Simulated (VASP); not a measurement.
The system is Sn.

```
Sn
1.0
    -1.72654    1.77555    2.33834
     1.72654   -1.77555    2.33834
     1.72654    1.77555   -2.33834
Sn
1
Direct
  0.00000 0.00000 0.00000
```

Base run:

* Program: VASP 6.6.1
* Functional: BLYP
* Potentials or basis: VASP PAW PBE potentials, release 64 (Sn_d)
* Cutoff: 520 eV
* k mesh: 11 × 11 × 11
* Occupations: fermi-dirac, width 0.1 eV
* Spin: no spin polarisation

Its results: band gap on the k mesh zero (band 7 reaches 14.79 eV, above the bottom of band 8 at 6.31 eV); pressure 3.1 GPa.

Q: The run is repeated on the same cell with these changes: functional from BLYP to PBEsol; further incar settings from ALGO = Normal; EDIFF = 1e-06; NBANDS = 13 to ALGO = Normal; EDIFF = 1e-07; NBANDS = 13. What comes out?

A: Band gap on the k mesh zero (band 7 reaches 14.37 eV, above the bottom of band 8 at 5.58 eV); pressure -3.7 GPa.

Caveats: the PAW data sets were made with another functional, which shifts forces and pressure a little; spin-orbit coupling is left out, which moves the levels of the heavy elements.
